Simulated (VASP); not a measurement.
# Zn (Fm-3m) in VASP: a series of runs

Zn is run at these levels: PBEsol-based screened hybrid with 25 % exact exchange, PBE0, B3LYP; tasks: single point.

All numbers are computed with VASP 6.6.1; they aren't measurements. Logs are shortened: lines on timing, memory, paths and dates and some standing lists are left out, and cuts for length are marked.

## (1) The cell of the first run

Symmetry: Fm-3m, No. 225, cubic system. The conventional cell has a = 3.857 Å, b = 3.857 Å, c = 3.857 Å, α = 90.00°, β = 90.00°, γ = 90.00°. Within 3.6 Å of Zn (site symmetry m-3m) lie 12 Zn at 2.73 Å.

This isn't the form of Zn at room conditions, which is hcp.

## (2) Single point, PBEsol-based screened hybrid with 25 % exact exchange

Input file POSCAR:

```
Zn
1.0
    0.0000000000      1.9284424155      1.9284424155
    1.9284424155      0.0000000000      1.9284424155
    1.9284424155      1.9284424155      0.0000000000
Zn
1
Direct
    0.0000000000      0.0000000000      0.0000000000
```

Input file INCAR.step1:

```
SYSTEM = Zn
PREC = Accurate ; ENCUT = 400
EDIFF = 1E-5 ; ISMEAR = -1
SIGMA = 0.05 ; LREAL = .False.
LASPH = .True. ; NELM = 120
ALGO = Normal ; ISIF = 2
LWAVE = .True. ; LCHARG = .False.
GGA = PE ; NBANDS = 12
GGA_COMPAT = .False.
```

Input file INCAR.step2:

```
SYSTEM = Zn
PREC = Accurate ; ENCUT = 400
EDIFF = 1E-6 ; ISMEAR = -1
SIGMA = 0.05 ; LREAL = .False.
LASPH = .True. ; NELM = 120
ALGO = Normal ; ISIF = 2
LWAVE = .False. ; LCHARG = .False.
GGA = PS ; LHFCALC = .True.
AEXX = 0.25 ; HFSCREEN = 0.207
PRECFOCK = Normal ; ISTART = 1
NBANDS = 12 ; GGA_COMPAT = .False.
```

Input file KPOINTS:

```
regular mesh
0
Gamma
  6 6 6
  0 0 0
```

Potentials or basis: VASP PAW PBE potentials, release 64 (Zn).

Run with:

```bash
cat potpaw_PBE.64/Zn/POTCAR > POTCAR
cp INCAR.step1 INCAR
mpirun -np 1 vasp_std > vasp.out
cp INCAR.step2 INCAR
mpirun -np 1 vasp_std > vasp.out
```

OUTCAR:

```text
SYSTEM = Zn
   PREC = Accurate
   ENCUT = 400
   EDIFF = 1E-6
   ISMEAR = -1
   LREAL = .False.
   LASPH = .True.
   NELM = 120
   ISIF = 2
   GGA = PS
   LHFCALC = .True.
   AEXX = 0.25
   HFSCREEN = 0.207
   PRECFOCK = Normal
   ISTART = 1

 ion  position               nearest neighbor table
   1  0.000  0.000  0.000-

  LATTYP: Found a face centered cubic cell.
 ALAT       =     3.8568848310

  Lattice vectors:

 A1 = (   0.0000000000,   1.9284424155,   1.9284424155)
 A2 = (   1.9284424155,   0.0000000000,   1.9284424155)
 A3 = (   1.9284424155,   1.9284424155,   0.0000000000)

Analysis of symmetry for initial positions (statically):
=====================================================================
 Subroutine PRICEL returns:
 Original cell was already a primitive cell.

 Routine SETGRP: Setting up the symmetry group for a
 face centered cubic supercell.

 Subroutine GETGRP returns: Found 48 space group operations
 (whereof 48 operations were pure point group operations)
 out of a pool of 48 trial point group operations.

The static configuration has the point symmetry O_h .

Analysis of symmetry for dynamics (positions and initial velocities):
=====================================================================
 Subroutine PRICEL returns:
 Original cell was already a primitive cell.

 Routine SETGRP: Setting up the symmetry group for a
 face centered cubic supercell.

 Subroutine GETGRP returns: Found 48 space group operations
 (whereof 48 operations were pure point group operations)
 out of a pool of 48 trial point group operations.

The dynamic configuration has the point symmetry O_h .

 Subroutine INISYM returns: Found 48 space group operations
 (whereof 48 operations are pure point group operations),
 and found     1 'primitive' translations

----------------------------------------------------------------------------------------

                                     Primitive cell

  volume of cell :      14.3433

  direct lattice vectors                    reciprocal lattice vectors
     0.000000000  1.928442415  1.928442415    -0.259276604  0.259276604  0.259276604
     1.928442415  0.000000000  1.928442415     0.259276604 -0.259276604  0.259276604
     1.928442415  1.928442415  0.000000000     0.259276604  0.259276604 -0.259276604

[... 84 lines left out ...]
   NUPDOWN=      -1.0000    fix difference up-down
   EMIN   =  10.00;   EMAX   =-10.00  energy-range for DOS
   EFERMI =   0.00;   METHOD = LEGACY
   ISMEAR =    -1;   SIGMA  =   0.05  broadening in eV -4-tet -1-fermi 0-gaus
   EFERMI_NEDOS =   21; number of points for ismear=-14 and -15
   IALGO  =     38    algorithm
   IMIX   =      1    mixing-type and parameters
     AMIX     =   0.40;   BMIX     =  1.00
     AMIX_MAG =   1.60;   BMIX_MAG =  1.00
  volume/ion in A,a.u.               =      14.34        96.79
  Fermi-wavevector in a.u.,A,eV,Ry     =   1.542595  2.915082 32.376412  2.379599
  Thomas-Fermi vector in A             =   2.648377
   LORBIT       =      0    0 simple, 1 ext, 2 COOP (PROOUT), +10 PAW based schemes
   GGA     = PS    functional components
   LHFCALC =     T    Hartree Fock is set to
   PRECFOCK=normal    Normal, Fast or Accurate (Low or Medium for compatibility)
   ENCUT4O =  -1.0   cutoff for four orbital integrals eV
   NKREDX  =     1    reduce k-point grid by
   NKREDY  =     1    reduce k-point grid by
   NKREDZ  =     1    reduce k-point grid by
   AEXX    =    0.2500 exact exchange contribution
   HFSCREEN=    0.2070 screening length (either q_TF or 0.3 A-1)
   HFSCREENC=   0.2070 screening length for correlation (either q_TF or 0.3 A-1)
   ENCUTFOCK=  -1.0 apply spherical cutoff to Coloumb kernel
   IVDW    =     0    specifies the selected vdW correction
   LEPSILON=     F    determine dielectric tensor
   LRPA    =     F    only Hartree local field effects (RPA)
 non-spin polarized calculation
  energy-cutoff  :      400.00
  volume of cell :       14.34
 maximum number of plane-waves:       274
 NGX is ok and might be reduce to    18
  NGX = 14; NGY = 14; NGZ = 14

 number of electron      12.0000010 magnetization

 Free energy of the ion-electron system (eV)
  ---------------------------------------------------
  ext. energy  EPLUGINS =         0.00000000
  ---------------------------------------------------
  free energy    TOTEN  =        -1.39741754 eV

  energy without entropy =       -1.38884015  energy(sigma->0) =       -1.39312885

 E-fermi :   3.7007     XC(G=0):  -9.7995

 val. band max:        3.0764069642   @ k =  -0.3333   0.3333   0.1667
 cond. band min:       3.7460679257   @ k =  -0.3333   0.3333   0.1667
 fundamental gap:      0.6696609615
 Fermi energy:         3.7006862958

 k-point     1 :       0.0000    0.0000    0.0000
  band No.  band energies     occupation
      1      -8.8653      2.00000
      2      -6.7144      2.00000
      3      -6.7144      2.00000
      4      -6.7144      2.00000
      5      -6.2952      2.00000
      6      -6.2952      2.00000
      7      23.6103      0.00000
      8      23.6923      0.00000
      9      23.6923      0.00000
     10      23.6923      0.00000
     11      26.2156      0.00000
     12      26.2156      0.00000
[... 211 lines left out ...]
 k-point    16 :      -0.3333    0.5000    0.1667
  band No.  band energies     occupation
      1      -7.1939      2.00000
      2      -7.1222      2.00000
      3      -6.3872      2.00000
      4      -6.1633      2.00000
      5      -5.8524      2.00000
      6       3.8212      0.16466
      7       6.4521      0.00000
      8       8.2162      0.00000
      9       9.3414      0.00000
     10      22.8516      0.00000
     11      24.0508      0.00000
     12      32.4881      0.00000

------------------------ aborting loop because EDIFF is reached ----------------------------------------

  FORCE on cell =-STRESS in cart. coord.  units (eV):
  Direction    XX          YY          ZZ          XY          YZ          ZX
  --------------------------------------------------------------------------------------
  -------------------------------------------------------------------------------------
  Total       -0.0659277     -0.0659277     -0.0659277     -0.0000000      0.0000000      0.0000000
  in kB       -7.3642491     -7.3642491     -7.3642491     -0.0000000      0.0000000      0.0000000
  external PRESSURE =      -7.3642491 kB  Pullay stress =       0.0000000 kB

 VOLUME and BASIS-vectors are now :
 -----------------------------------------------------------------------------
  energy-cutoff  :      400.00
  volume of cell :       14.34
      direct lattice vectors                 reciprocal lattice vectors
     0.000000000  1.928442415  1.928442415    -0.259276604  0.259276604  0.259276604
     1.928442415  0.000000000  1.928442415     0.259276604 -0.259276604  0.259276604
     1.928442415  1.928442415  0.000000000     0.259276604  0.259276604 -0.259276604

 POSITION                                       TOTAL-FORCE (eV/Angst)
 -----------------------------------------------------------------------------------
      0.00000      0.00000      0.00000         0.000000     -0.000000     -0.000000
 -----------------------------------------------------------------------------------
    total drift:                               -0.000000     -0.000000     -0.000000

  FREE ENERGIE OF THE ION-ELECTRON SYSTEM (eV)
  ---------------------------------------------------
  free  energy   TOTEN  =        -1.3974175438 eV

  energy  without entropy=       -1.3888401489  energy(sigma->0) =       -1.39312885
```

OUTCAR.step1:

```text
SYSTEM = Zn
   PREC = Accurate
   ENCUT = 400
   EDIFF = 1E-5
   ISMEAR = -1
   LREAL = .False.
[... 447 lines left out ...]
 -----------------------------------------------------------------------------------
      0.00000      0.00000      0.00000         0.000000      0.000000      0.000000
 -----------------------------------------------------------------------------------
    total drift:                                0.000000     -0.000000      0.000000

  FREE ENERGIE OF THE ION-ELECTRON SYSTEM (eV)
  ---------------------------------------------------
  free  energy   TOTEN  =        -0.9430201793 eV

  energy  without entropy=       -0.9354304658  energy(sigma->0) =       -0.93922532
```

OSZICAR.step1:

```text
N       E                     dE             d eps       ncg     rms          rms(c)
DAV:   1     0.373784579259E+02    0.37378E+02   -0.58260E+03   400   0.139E+03
DAV:   2    -0.127573511763E+00   -0.37506E+02   -0.35606E+02   392   0.193E+02
DAV:   3    -0.106070883631E+01   -0.93314E+00   -0.93189E+00   456   0.308E+01
DAV:   4    -0.106228428954E+01   -0.15755E-02   -0.15754E-02   432   0.119E+00
DAV:   5    -0.106228543185E+01   -0.11423E-05   -0.11424E-05   416   0.312E-02    0.327E+00
DAV:   6    -0.952134949302E+00    0.11015E+00   -0.58934E-01   452   0.154E+01    0.243E+00
DAV:   7    -0.945805122986E+00    0.63298E-02   -0.10757E-02   440   0.203E+00    0.123E+00
DAV:   8    -0.943017283286E+00    0.27878E-02   -0.11698E-03   492   0.489E-01    0.362E-02
DAV:   9    -0.943020179323E+00   -0.28960E-05   -0.97892E-05   508   0.144E-01
   1 F= -.94302018E+00 E0= -.93922532E+00  d E =-.758971E-02
```

Run time: 4.2 min. Hardware: 1 thread of Intel Xeon Platinum 8259CL at 2.50GHz (Skylake/Cascade Lake), shared host; peak memory 0.21 GiB.

What came out:

```yaml
Free_energy: -1.3974 eV
Pressure: -0.7 GPa
Band_gap_on_the_k_mesh: zero (bands 6 and 7 overlap by 1.90 eV)
```

Caveat: the k points lie up to 0.47 Å⁻¹ apart, too coarse for converged energies and pressures of a metal; the PAW data sets were made with another functional, which shifts forces and pressure a little.

(Continued in part 2 of 2.)
